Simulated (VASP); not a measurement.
# MgH2 (Fm-3m) in VASP: a series of runs

Runs on MgH2. Level: PBE. Tasks: single point, relaxation of cell and atoms.

Program: VASP 6.6.1. These are calculated values, not measurements. Logs are shortened: lines on timing, memory, paths and dates and some standing lists are left out, and cuts for length are marked.

## Step 1: The cell of the first run

Symmetry: Fm-3m, No. 225, cubic system. Conventional cell: a = 4.758 Å, b = 4.758 Å, c = 4.758 Å, α = 90.00°, β = 90.00°, γ = 90.00°. Mg (site symmetry m-3m) has 8 H at 2.06 Å within 2.7 Å. H (site symmetry -43m) has 4 Mg at 2.06 Å and 6 H at 2.38 Å within 2.7 Å.

## Step 2: Single point, PBE

INCAR

```
ALGO = Normal ; EDIFF = 1E-6
ENCUT = 520 ; GGA = PE
ISIF = 2 ; ISMEAR = 0
LASPH = T ; LCHARG = F
LREAL = F ; LWAVE = F
NBANDS = 9 ; NELM = 100
PREC = Accurate ; SIGMA = 0.1
```

KPOINTS

```
k-points
0
Gamma
  16 16 16
```

POSCAR

```
MgH2
1.0
    0.0000000000      2.3792399281      2.3792399281
    2.3792399281      0.0000000000      2.3792399281
    2.3792399281      2.3792399281      0.0000000000
Mg H
1 2
Direct
    0.0000000000      0.0000000000      0.0000000000
    0.2500000000      0.2500000000      0.2500000000
    0.7500000000      0.7500000000      0.7500000000
```

Potentials or basis: VASP PAW PBE potentials, release 64 (Mg, H).

Launch:

```sh
$ cat potpaw_PBE.64/Mg/POTCAR potpaw_PBE.64/H/POTCAR > POTCAR
$ mpirun -np 1 vasp_std > vasp.out
```

OUTCAR:

```text
EDIFF = 1E-6
   ENCUT = 520
   GGA = PE
   ISIF = 2
   ISMEAR = 0
   LASPH = T
   LREAL = F
   NELM = 100
   PREC = Accurate

 ion  position               nearest neighbor table
   1  0.000  0.000  0.000-   3 2.06   3 2.06   3 2.06   2 2.06   3 2.06   2 2.06   2 2.06   2 2.06

   2  0.250  0.250  0.250-   1 2.06   1 2.06   1 2.06   1 2.06
   3  0.750  0.750  0.750-   1 2.06   1 2.06   1 2.06   1 2.06

  LATTYP: Found a face centered cubic cell.
 ALAT       =     4.7584798562

  Lattice vectors:

 A1 = (   0.0000000000,   2.3792399281,   2.3792399281)
 A2 = (   2.3792399281,   0.0000000000,   2.3792399281)
 A3 = (   2.3792399281,   2.3792399281,   0.0000000000)

Analysis of symmetry for initial positions (statically):
=====================================================================
 Subroutine PRICEL returns:
 Original cell was already a primitive cell.

 Routine SETGRP: Setting up the symmetry group for a
 face centered cubic supercell.

 Subroutine GETGRP returns: Found 48 space group operations
 (whereof 48 operations were pure point group operations)
 out of a pool of 48 trial point group operations.

The static configuration has the point symmetry O_h .

Analysis of symmetry for dynamics (positions and initial velocities):
=====================================================================
 Subroutine PRICEL returns:
 Original cell was already a primitive cell.

 Routine SETGRP: Setting up the symmetry group for a
 face centered cubic supercell.

 Subroutine GETGRP returns: Found 48 space group operations
 (whereof 48 operations were pure point group operations)
 out of a pool of 48 trial point group operations.

The dynamic configuration has the point symmetry O_h .

 Subroutine INISYM returns: Found 48 space group operations
 (whereof 48 operations are pure point group operations),
 and found     1 'primitive' translations

----------------------------------------------------------------------------------------

                                     Primitive cell

  volume of cell :      26.9367

  direct lattice vectors                    reciprocal lattice vectors
     0.000000000  2.379239928  2.379239928    -0.210151147  0.210151147  0.210151147
     2.379239928  0.000000000  2.379239928     0.210151147 -0.210151147  0.210151147
     2.379239928  2.379239928  0.000000000     0.210151147  0.210151147 -0.210151147

  length of vectors
     3.364753374  3.364753374  3.364753374     0.363992464  0.363992464  0.363992464

  position of ions in fractional coordinates (direct lattice)
     0.000000000  0.000000000  0.000000000
     0.250000000  0.250000000  0.250000000
     0.750000000  0.750000000  0.750000000

  ion indices of the primitive-cell ions
   primitive index   ion index
                 1           1
                 2           2
                 3           3

----------------------------------------------------------------------------------------

 KPOINTS: k-points

Automatic generation of k-mesh.
 Grid dimensions read from file:
 generate k-points for:   16   16   16

 Generating k-lattice:

  Cartesian coordinates                     Fractional coordinates (reciprocal lattice)
    -0.013134447  0.013134447  0.013134447     0.062500000  0.000000000  0.000000000
     0.013134447 -0.013134447  0.013134447     0.000000000  0.062500000  0.000000000
     0.013134447  0.013134447 -0.013134447     0.000000000  0.000000000  0.062500000

  Length of vectors
     0.022749529  0.022749529  0.022749529

  Shift w.r.t. Gamma in fractional coordinates (k-lattice)
     0.000000000  0.000000000  0.000000000

 Subroutine IBZKPT returns following result:
 ===========================================

 Found    145 irreducible k-points:

 Following reciprocal coordinates:
            Coordinates               Weight
  0.000000  0.000000  0.000000      1.000000
  0.062500  0.000000  0.000000      8.000000
  0.125000  0.000000  0.000000      8.000000
  0.187500  0.000000  0.000000      8.000000
  0.250000  0.000000  0.000000      8.000000
  0.312500  0.000000  0.000000      8.000000
[... 16 lines left out ...]
 -0.125000  0.062500  0.000000     24.000000
 -0.062500  0.062500  0.000000     12.000000
 [... further k-points ...]
   k-points           NKPTS =    145   k-points in BZ     NKDIM =    145   number of bands    NBANDS=      9
   number of dos      NEDOS =    301   number of ions     NIONS =      3
   total plane-waves  NPLWV =  21952
   dimension x,y,z NGX =    28 NGY =   28 NGZ =   28
   dimension x,y,z NGXF=    56 NGYF=   56 NGZF=   56
   ions per type =               1   2
   NGX,Y,Z   is equivalent  to a cutoff of  13.83, 13.83, 13.83 a.u.
   NGXF,Y,Z  is equivalent  to a cutoff of  27.67, 27.67, 27.67 a.u.
 SYSTEM =  unknown system
   PREC   = accura    normal or accurate (medium, high low for compatibility)
   ISTART =      0    job   : 0-new  1-cont  2-samecut
   ICHARG =      2    charge: 1-file 2-atom 10-const
   ISPIN  =      1    spin polarized calculation?
   LNONCOLLINEAR =      F non collinear calculations
   LSORBIT =      F    spin-orbit coupling
   LASPH  =      T    aspherical Exc in radial PAW
   ENCUT  =  520.0 eV  38.22 Ry    6.18 a.u.   6.26  6.26  6.26*2*pi/ulx,y,z
   NELM   =    100;   NELMIN=  2; NELMDL= -5     # of ELM steps
   EDIFF  = 0.1E-05   stopping-criterion for ELM
   LREAL  =      F    real-space projection
   EDIFFG = 0.1E-04   stopping-criterion for IOM
   NSW    =      0    number of steps for IOM
   IBRION =     -1    ionic relax: 0-MD 1-quasi-New 2-CG
   NFREE  =      0    steps in history (QN), initial steepest desc. (CG)
   ISIF   =      2    stress and relaxation
   ISYM   =      2    0-nonsym 1-usesym 2-fastsym
   POTIM  = 0.5000    time-step for ionic-motion
   TEBEG  =    0.0;   TEEND  =   0.0 temperature during run
   PSTRESS=    0.0 pullay stress
   NELECT =       4.0000    total number of electrons
   NUPDOWN=      -1.0000    fix difference up-down
   EMIN   =  10.00;   EMAX   =-10.00  energy-range for DOS
   EFERMI =   0.00;   METHOD = LEGACY
   ISMEAR =     0;   SIGMA  =   0.10  broadening in eV -4-tet -1-fermi 0-gaus
   EFERMI_NEDOS =   21; number of points for ismear=-14 and -15
   IALGO  =     38    algorithm
   IMIX   =      4    mixing-type and parameters
     AMIX     =   0.40;   BMIX     =  1.00
     AMIX_MAG =   1.60;   BMIX_MAG =  1.00
  volume/ion in A,a.u.               =       8.98        60.59
  Fermi-wavevector in a.u.,A,eV,Ry     =   0.866922  1.638245 10.225505  0.751553
  Thomas-Fermi vector in A             =   1.985381
   LORBIT       =      0    0 simple, 1 ext, 2 COOP (PROOUT), +10 PAW based schemes
   GGA     = PE    functional components
   LHFCALC =     F    Hartree Fock is set to
   AEXX    =    0.0000 exact exchange contribution
   IVDW    =     0    specifies the selected vdW correction
   LEPSILON=     F    determine dielectric tensor
   LRPA    =     F    only Hartree local field effects (RPA)
 non-spin polarized calculation
 Gauss-broadening in eV      SIGMA  =   0.10
  energy-cutoff  :      520.00
  volume of cell :       26.94
 maximum number of plane-waves:       742
 NGX is ok and might be reduce to    28
   NGX = 13   NGY = 13   NGZ = 13

 number of electron       4.0000000 magnetization

 Free energy of the ion-electron system (eV)
  ---------------------------------------------------
  ext. energy  EPLUGINS =         0.00000000
  ---------------------------------------------------
  free energy    TOTEN  =        -8.49796978 eV

  energy without entropy =       -8.49658037  energy(sigma->0) =       -8.49727507

 E-fermi :   2.9831     XC(G=0):  -8.9472

 val. band max:        2.9341153948   @ k =   0.1875   0.1250   0.0625
 cond. band min:       2.9991588001   @ k =  -0.4375   0.4375   0.0625
 fundamental gap:      0.0650434053
 Fermi energy:         2.9830587616

 k-point     1 :       0.0000    0.0000    0.0000
  band No.  band energies     occupation
      1      -6.9973      2.00000
      2       3.8861      0.00000
      3      12.3012      0.00000
      4      12.3012      0.00000
      5      12.3012      0.00000
      6      14.8784      0.00000
      7      14.8784      0.00000
      8      14.8784      0.00000
      9      15.6277      0.00000

 k-point     2 :       0.0625    0.0000    0.0000
  band No.  band energies     occupation
      1      -6.9257      2.00000
      2       3.7220      0.00000
      3      11.8797      0.00000
      4      12.1839      0.00000
      5      12.1839      0.00000
      6      15.1204      0.00000
      7      15.1204      0.00000
      8      15.2208      0.00000
      9      15.4343      0.00000

 k-point     3 :       0.1250    0.0000    0.0000
  band No.  band energies     occupation
      1      -6.7119      2.00000
      2       3.2455      0.00021
      3      11.1170      0.00000
      4      11.9354      0.00000
      5      11.9354      0.00000
      6      14.4744      0.00000
      7      15.6893      0.00000
      8      15.6893      0.00000
      9      16.4040      0.00000

 k-point     4 :       0.1875    0.0000    0.0000
  band No.  band energies     occupation
      1      -6.3580      2.00000
      2       2.5024      2.00000
      3      10.4312      0.00000
      4      11.6957      0.00000
      5      11.6957      0.00000
      6      13.5492      0.00000
      7      15.5605      0.00000
      8      15.5605      0.00000
      9      16.9223      0.00000
[... 205 lines left out ...]
 k-point    22 :      -0.1875    0.0625    0.0000
  band No.  band energies     occupation
      1      -6.1477      2.00000
      2       2.1483      2.00000
      3       9.6415      0.00000
      4      11.4436      0.00000
      5      12.5215      0.00000
      6      12.7797      0.00000
      7      14.3701      0.00000
      8      16.4300      0.00000
      9      16.5670      0.00000

 k-point    23 :      -0.1250    0.0625    0.0000
  band No.  band energies     occupation
      1      -6.5465      2.00000
      2       2.9242      1.59504
      3      10.3552      0.00000
      4      11.6180      0.00000
      5      12.5836      0.00000
      6      13.7493      0.00000
      7      15.1482      0.00000
      8      15.9016      0.00000
      9      16.1987      0.00000

 k-point    24 :      -0.0625    0.0625    0.0000
  band No.  band energies     occupation
      1      -6.8069      2.00000
      2       3.4636      0.00000
      3      11.2129      0.00000
      4      11.8481      0.00000
      5      12.5039      0.00000
      6      14.6761      0.00000
      7      15.0054      0.00000
      8      15.5858      0.00000
      9      16.2596      0.00000

 [... further k-points ...]

------------------------ aborting loop because EDIFF is reached ----------------------------------------

  FORCE on cell =-STRESS in cart. coord.  units (eV):
  Direction    XX          YY          ZZ          XY          YZ          ZX
  --------------------------------------------------------------------------------------
  -------------------------------------------------------------------------------------
  Total       -0.0678028     -0.0678028     -0.0678028      0.0000000      0.0000000     -0.0000000
  in kB       -4.0328623     -4.0328623     -4.0328623      0.0000000      0.0000000     -0.0000000
  external PRESSURE =      -4.0328623 kB  Pullay stress =       0.0000000 kB

 VOLUME and BASIS-vectors are now :
 -----------------------------------------------------------------------------
  energy-cutoff  :      520.00
  volume of cell :       26.94
      direct lattice vectors                 reciprocal lattice vectors
     0.000000000  2.379239928  2.379239928    -0.210151147  0.210151147  0.210151147
     2.379239928  0.000000000  2.379239928     0.210151147 -0.210151147  0.210151147
     2.379239928  2.379239928  0.000000000     0.210151147  0.210151147 -0.210151147

 POSITION                                       TOTAL-FORCE (eV/Angst)
 -----------------------------------------------------------------------------------
      0.00000      0.00000      0.00000        -0.000000      0.000000     -0.000000
      1.18962      1.18962      1.18962        -0.000000     -0.000000      0.000000
      3.56886      3.56886      3.56886         0.000000      0.000000     -0.000000
 -----------------------------------------------------------------------------------
    total drift:                                0.000000      0.000000      0.000000

  FREE ENERGIE OF THE ION-ELECTRON SYSTEM (eV)
  ---------------------------------------------------
  free  energy   TOTEN  =        -8.4979697765 eV

  energy  without entropy=       -8.4965803659  energy(sigma->0) =       -8.49727507
```

It took 16 s on 1 thread of AMD EPYC 9R45 (Zen 5), shared host; peak memory 0.15 GiB.

What came out:

```yaml
Free_energy: -8.4980 eV
Pressure: -0.4 GPa
Band_gap_on_the_k_mesh: zero (bands 2 and 3 overlap by 1.28 eV)
```

(Continued in part 2 of 2.)

The gap in the log of VASP goes by the Fermi energy; the results here count the filled bands.